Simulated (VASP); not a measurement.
# Si (P2_1/m) in VASP: single point with LDA

Aim: the single point of Si with LDA.

All numbers are computed with VASP 6.6.1; they aren't measurements. Logs are shortened: lines on timing, memory, paths and dates and some standing lists are left out, and cuts for length are marked.

## Step 1: The cell of the first run

It takes space group P2_1/m (No. 11, monoclinic). Conventional cell: a = 4.229 Å, b = 12.570 Å, c = 6.153 Å, α = 90.00°, β = 106.19°, γ = 90.00°. Si (site symmetry 1) has 4 Si at 2.52 to 2.57 Å within 3.3 Å. Si (site symmetry 1) has 4 Si at 2.33 to 2.63 Å within 3.1 Å. Within 3.1 Å of Si (site symmetry 1) lie 4 Si at 2.38 to 2.63 Å.

## Step 2: Single point, LDA

The input, INCAR:

```
PREC = Accurate ; ENCUT = 520
EDIFF = 1E-6 ; ISMEAR = 0
SIGMA = 0.03 ; LREAL = False
LASPH = True ; NELM = 100
ALGO = Fast ; ISIF = 2
LWAVE = False ; LCHARG = False
GGA = CA ; NBANDS = 36
```

The input, KPOINTS:

```
Automatic mesh
0
Gamma
  10 10 4
```

The input, POSCAR:

```
Si
1.0
    2.3129017595     -5.9903982585      0.0000000000
    1.9138572147      5.8479232369      0.0000000000
    0.0000000000      0.0000000000     12.5702440454
Si
12
Direct
    0.7570666288      0.2429333712      0.9449750226
    0.2429333712      0.7570666288      0.0550249774
    0.7570666288      0.2429333712      0.5550249774
    0.2429333712      0.7570666288      0.4449750226
    0.4287015211      0.5712984789      0.1572276936
    0.5712984789      0.4287015211      0.8427723064
    0.4287015211      0.5712984789      0.3427723064
    0.5712984789      0.4287015211      0.6572276936
    0.9711041075      0.0288958925      0.9092746508
    0.0288958925      0.9711041075      0.0907253492
    0.9711041075      0.0288958925      0.5907253492
    0.0288958925      0.9711041075      0.4092746508
```

Potentials or basis: VASP PAW LDA potentials, release 64 (Si).

Run with:

```
$ cat potpaw_LDA.64/Si/POTCAR > POTCAR
$ mpirun -np 1 vasp_std > vasp.out
```

OUTCAR:

```text
PREC = Accurate
   ENCUT = 520
   EDIFF = 1E-6
   ISMEAR = 0
   LREAL = False
   LASPH = True
   NELM = 100
   ISIF = 2
   GGA = CA

 ion  position               nearest neighbor table
   1  0.757  0.243  0.945-   2 2.52   2 2.54   6 2.55   9 2.57
   2  0.243  0.757  0.055-   1 2.52   1 2.54   5 2.55  10 2.57
   3  0.757  0.243  0.555-   4 2.52   4 2.54   8 2.55  11 2.57
   4  0.243  0.757  0.445-   3 2.52   3 2.54   7 2.55  12 2.57
   5  0.429  0.571  0.157-   7 2.33  10 2.50   2 2.55  10 2.63
   6  0.571  0.429  0.843-   8 2.33   9 2.50   1 2.55   9 2.63
   7  0.429  0.571  0.343-   5 2.33  12 2.50   4 2.55  12 2.63
   8  0.571  0.429  0.657-   6 2.33  11 2.50   3 2.55  11 2.63
   9  0.971  0.029  0.909-  10 2.38   6 2.50   1 2.57   6 2.63
  10  0.029  0.971  0.091-   9 2.38   5 2.50   2 2.57   5 2.63
  11  0.971  0.029  0.591-  12 2.38   8 2.50   3 2.57   8 2.63
  12  0.029  0.971  0.409-  11 2.38   7 2.50   4 2.57   7 2.63

  Warning from LATTYP: Monoclinic adjustment (A1->A3, A2->A1, A3->A2)!
  Warning from LATTYP: Got some problem with cell dimensions!
  Tried to take original basis but could not verify dimensions!
  LATTYP: Found a simple monoclinic cell.
 ALAT       =     4.2291595569
 B/A-ratio  =     2.9722794509
 C/A-ratio  =     1.4549306363
 COS(beta)  =    -0.2788435611

  Lattice vectors:

 A1 = (   4.2267589742,  -0.1424750216,   0.0000000000)
 A2 = (   0.0000000000,   0.0000000000,  12.5702440454)
 A3 = (  -1.9138572147,  -5.8479232369,   0.0000000000)

Analysis of symmetry for initial positions (statically):
=====================================================================
 Subroutine PRICEL returns:
 Original cell was already a primitive cell.

 Routine SETGRP: Setting up the symmetry group for a
 simple monoclinic supercell.

 Subroutine GETGRP returns: Found  4 space group operations
 (whereof  2 operations were pure point group operations)
 out of a pool of  4 trial point group operations.

The static configuration has the point symmetry S_2 .
 The point group associated with its full space group is C_2h.

Analysis of symmetry for dynamics (positions and initial velocities):
=====================================================================
 Subroutine PRICEL returns:
 Original cell was already a primitive cell.

 Routine SETGRP: Setting up the symmetry group for a
 simple monoclinic supercell.

 Subroutine GETGRP returns: Found  4 space group operations
 (whereof  2 operations were pure point group operations)
 out of a pool of  4 trial point group operations.

The dynamic configuration has the point symmetry S_2 .
 The point group associated with its full space group is C_2h.

 Subroutine INISYM returns: Found  4 space group operations
 (whereof  2 operations are pure point group operations),
 and found     1 'primitive' translations

----------------------------------------------------------------------------------------

                                     Primitive cell

  volume of cell :     314.1359

  direct lattice vectors                    reciprocal lattice vectors
     2.312901759 -5.990398258  0.000000000     0.234006424 -0.076583578  0.000000000
     1.913857215  5.847923237  0.000000000     0.239707605  0.092551466  0.000000000
     0.000000000  0.000000000 12.570244045     0.000000000  0.000000000  0.079552950

  length of vectors
     6.421400614  6.153133805 12.570244045     0.246219518  0.256954295  0.079552950

  position of ions in fractional coordinates (direct lattice)
     0.757066629  0.242933371  0.944975023
     0.242933371  0.757066629  0.055024977
     0.757066629  0.242933371  0.555024977
     0.242933371  0.757066629  0.444975023
     0.428701521  0.571298479  0.157227694
     0.571298479  0.428701521  0.842772306
     0.428701521  0.571298479  0.342772306
     0.571298479  0.428701521  0.657227694
     0.971104107  0.028895893  0.909274651
     0.028895893  0.971104107  0.090725349
     0.971104107  0.028895893  0.590725349
     0.028895893  0.971104107  0.409274651

  ion indices of the primitive-cell ions
   primitive index   ion index
                 1           1
                 2           2
                 3           3
                 4           4
                 5           5
                 6           6
                 7           7
                 8           8
                 9           9
                10          10
                11          11
                12          12

----------------------------------------------------------------------------------------

 KPOINTS: Automatic mesh

Automatic generation of k-mesh.
 Grid dimensions read from file:
 generate k-points for:   10   10    4

 Generating k-lattice:

  Cartesian coordinates                     Fractional coordinates (reciprocal lattice)
     0.023400642 -0.007658358  0.000000000     0.100000000  0.000000000  0.000000000
     0.023970761  0.009255147  0.000000000     0.000000000  0.100000000  0.000000000
     0.000000000  0.000000000  0.019888238     0.000000000  0.000000000  0.250000000

  Length of vectors
     0.024621952  0.025695430  0.019888238

  Shift w.r.t. Gamma in fractional coordinates (k-lattice)
     0.000000000  0.000000000  0.000000000

 Subroutine IBZKPT returns following result:
 ===========================================

 Found    156 irreducible k-points:

 Following reciprocal coordinates:
            Coordinates               Weight
  0.000000  0.000000  0.000000      1.000000
  0.100000  0.000000  0.000000      2.000000
  0.200000  0.000000  0.000000      2.000000
  0.300000  0.000000  0.000000      2.000000
  0.400000 -0.000000  0.000000      2.000000
  0.500000  0.000000  0.000000      1.000000
[... 16 lines left out ...]
 -0.400000  0.200000  0.000000      2.000000
 -0.300000  0.200000  0.000000      2.000000
 [... further k-points ...]
   k-points           NKPTS =    156   k-points in BZ     NKDIM =    156   number of bands    NBANDS=     36
   number of dos      NEDOS =    301   number of ions     NIONS =     12
   total plane-waves  NPLWV = 221184
   dimension x,y,z NGX =    48 NGY =   48 NGZ =   96
   dimension x,y,z NGXF=    96 NGYF=   96 NGZF=  192
   ions per type =              12
   NGX,Y,Z   is equivalent  to a cutoff of  12.43, 12.97, 12.70 a.u.
   NGXF,Y,Z  is equivalent  to a cutoff of  24.85, 25.94, 25.39 a.u.
 SYSTEM =  unknown system
   PREC   = accura    normal or accurate (medium, high low for compatibility)
   ISTART =      0    job   : 0-new  1-cont  2-samecut
   ICHARG =      2    charge: 1-file 2-atom 10-const
   ISPIN  =      1    spin polarized calculation?
   LNONCOLLINEAR =      F non collinear calculations
   LSORBIT =      F    spin-orbit coupling
   LASPH  =      T    aspherical Exc in radial PAW
   ENCUT  =  520.0 eV  38.22 Ry    6.18 a.u.  11.94 11.44 23.37*2*pi/ulx,y,z
   NELM   =    100;   NELMIN=  2; NELMDL= -5     # of ELM steps
   EDIFF  = 0.1E-05   stopping-criterion for ELM
   LREAL  =      F    real-space projection
   EDIFFG = 0.1E-04   stopping-criterion for IOM
   NSW    =      0    number of steps for IOM
   IBRION =     -1    ionic relax: 0-MD 1-quasi-New 2-CG
   NFREE  =      0    steps in history (QN), initial steepest desc. (CG)
   ISIF   =      2    stress and relaxation
   ISYM   =      2    0-nonsym 1-usesym 2-fastsym
   POTIM  = 0.5000    time-step for ionic-motion
   TEBEG  =    0.0;   TEEND  =   0.0 temperature during run
   PSTRESS=    0.0 pullay stress
   NELECT =      48.0000    total number of electrons
   NUPDOWN=      -1.0000    fix difference up-down
   EMIN   =  10.00;   EMAX   =-10.00  energy-range for DOS
   EFERMI =   0.00;   METHOD = LEGACY
   ISMEAR =     0;   SIGMA  =   0.03  broadening in eV -4-tet -1-fermi 0-gaus
   EFERMI_NEDOS =   21; number of points for ismear=-14 and -15
   IALGO  =     68    algorithm
   IMIX   =      4    mixing-type and parameters
     AMIX     =   0.40;   BMIX     =  1.00
     AMIX_MAG =   1.60;   BMIX_MAG =  1.00
  volume/ion in A,a.u.               =      26.18       176.66
  Fermi-wavevector in a.u.,A,eV,Ry     =   0.875218  1.653921 10.422142  0.766006
  Thomas-Fermi vector in A             =   1.994858
   LORBIT       =      0    0 simple, 1 ext, 2 COOP (PROOUT), +10 PAW based schemes
   GGA     = CA    functional components
   LHFCALC =     F    Hartree Fock is set to
   AEXX    =    0.0000 exact exchange contribution
   IVDW    =     0    specifies the selected vdW correction
   LEPSILON=     F    determine dielectric tensor
   LRPA    =     F    only Hartree local field effects (RPA)
 non-spin polarized calculation
 RMM-DIIS sequential band-by-band and
 Gauss-broadening in eV      SIGMA  =   0.03
  energy-cutoff  :      520.00
  volume of cell :      314.14
 maximum number of plane-waves:      8512
   NGX = 23   NGY = 23   NGZ = 47

 number of electron      48.0000001 magnetization

 Free energy of the ion-electron system (eV)
  ---------------------------------------------------
  ext. energy  EPLUGINS =         0.00000000
  ---------------------------------------------------
  free energy    TOTEN  =       -66.62353989 eV

  energy without entropy =      -66.62340492  energy(sigma->0) =      -66.62347241

 E-fermi :   3.2986     XC(G=0):  -8.4916

 val. band max:        3.2881928158   @ k =  -0.4000   0.4000   0.0000
 cond. band min:       3.3662875060   @ k =  -0.4000   0.4000   0.2500
 fundamental gap:      0.0780946902
 Fermi energy:         3.2985639663

 k-point     1 :       0.0000    0.0000    0.0000
  band No.  band energies     occupation
      1      -7.4646      2.00000
      2      -7.0518      2.00000
      3      -6.1558      2.00000
      4      -4.7321      2.00000
      5      -4.5453      2.00000
      6      -4.1935      2.00000
[... 28 lines left out ...]
     35       7.1058      0.00000
     36       7.1720      0.00000

 k-point     2 :       0.1000    0.0000    0.0000
  band No.  band energies     occupation
      1      -7.3906      2.00000
      2      -6.9773      2.00000
      3      -6.0982      2.00000
      4      -4.6831      2.00000
      5      -4.4888      2.00000
      6      -4.1655      2.00000
[... 28 lines left out ...]
     35       6.8298      0.00000
     36       7.0322      0.00000

 k-point     3 :       0.2000    0.0000    0.0000
  band No.  band energies     occupation
      1      -7.1712      2.00000
      2      -6.7571      2.00000
      3      -5.9345      2.00000
      4      -4.5386      2.00000
      5      -4.3369      2.00000
      6      -4.0909      2.00000
[... 28 lines left out ...]
     35       6.7781      0.00000
     36       6.8498      0.00000
[... 742 lines left out ...]
 k-point    23 :      -0.4000    0.2000    0.0000
  band No.  band energies     occupation
      1      -6.9434      2.00000
      2      -6.4917      2.00000
      3      -5.9319      2.00000
      4      -5.0747      2.00000
      5      -4.9512      2.00000
      6      -4.1874      2.00000
[... 28 lines left out ...]
     35       6.6532      0.00000
     36       7.0741      0.00000

 k-point    24 :      -0.3000    0.2000    0.0000
  band No.  band energies     occupation
      1      -7.2095      2.00000
      2      -6.7681      2.00000
      3      -6.0857      2.00000
      4      -5.1661      2.00000
      5      -4.9549      2.00000
      6      -4.3116      2.00000
[... 28 lines left out ...]
     35       6.4570      0.00000
     36       6.6794      0.00000

 [... further k-points ...]

------------------------ aborting loop because EDIFF is reached ----------------------------------------

  FORCE on cell =-STRESS in cart. coord.  units (eV):
  Direction    XX          YY          ZZ          XY          YZ          ZX
  --------------------------------------------------------------------------------------
  -------------------------------------------------------------------------------------
  Total      -28.0222892    -30.9303488     -7.0645242      5.8864110      0.0000000      0.0000000
  in kB     -142.9211827   -157.7530657    -36.0309662     30.0222732      0.0000000      0.0000000
  external PRESSURE =    -112.2350715 kB  Pullay stress =       0.0000000 kB

 VOLUME and BASIS-vectors are now :
 -----------------------------------------------------------------------------
  energy-cutoff  :      520.00
  volume of cell :      314.14
      direct lattice vectors                 reciprocal lattice vectors
     2.312901759 -5.990398258  0.000000000     0.234006424 -0.076583578  0.000000000
     1.913857215  5.847923237  0.000000000     0.239707605  0.092551466  0.000000000
     0.000000000  0.000000000 12.570244045     0.000000000  0.000000000  0.079552950

 POSITION                                       TOTAL-FORCE (eV/Angst)
 -----------------------------------------------------------------------------------
      2.21596     -3.11447     11.87857        -0.015724     -0.053365      0.270887
      2.01080      2.97200      0.69168         0.015724      0.053365     -0.270887
      2.21596     -3.11447      6.97680        -0.015724     -0.053365     -0.270887
      2.01080      2.97200      5.59344         0.015724      0.053365      0.270887
      2.08493      0.77282      1.97639         0.078677     -0.168243     -0.881320
      2.14183     -0.91529     10.59385        -0.078677      0.168243      0.881320
      2.08493      0.77282      4.30873         0.078677     -0.168243      0.881320
      2.14183     -0.91529      8.26151        -0.078677      0.168243     -0.881320
      2.30137     -5.64832     11.42980         0.077187     -0.166155     -0.123212
      1.92539      5.50584      1.14044        -0.077187      0.166155      0.123212
      2.30137     -5.64832      7.42556         0.077187     -0.166155      0.123212
      1.92539      5.50584      5.14468        -0.077187      0.166155     -0.123212
 -----------------------------------------------------------------------------------
    total drift:                               -0.000000      0.000000      0.000000

  FREE ENERGIE OF THE ION-ELECTRON SYSTEM (eV)
  ---------------------------------------------------
  free  energy   TOTEN  =       -66.6235398891 eV

  energy  without entropy=      -66.6234049225  energy(sigma->0) =      -66.62347241
```

Run time: 89 min. Hardware: 1 thread of Oxide Virtual Turin-like, shared host; peak memory 1.1 GiB.

What came out:

```yaml
Free_energy: -66.6235 eV
Pressure: -11.2 GPa
Largest_force: 0.901 eV/Å
Band_gap_on_the_k_mesh: zero (bands 24 and 25 overlap by 0.08 eV)
```

Forces in eV/Å, atoms in the order of the input:
```
Si  -0.016 -0.053  0.271
Si   0.016  0.053 -0.271
Si  -0.016 -0.053 -0.271
Si   0.016  0.053  0.271
Si   0.079 -0.168 -0.881
Si  -0.079  0.168  0.881
Si   0.079 -0.168  0.881
Si  -0.079  0.168 -0.881
Si   0.077 -0.166 -0.123
Si  -0.077  0.166  0.123
Si   0.077 -0.166  0.123
Si  -0.077  0.166 -0.123
```

Stress tensor (GPa, compression positive):
```
-14.29   3.00   0.00
  3.00 -15.78   0.00
  0.00   0.00  -3.60
```

Caveat: the cell stands under tension; semilocal functionals underestimate gaps, so a narrow gap can read as zero.
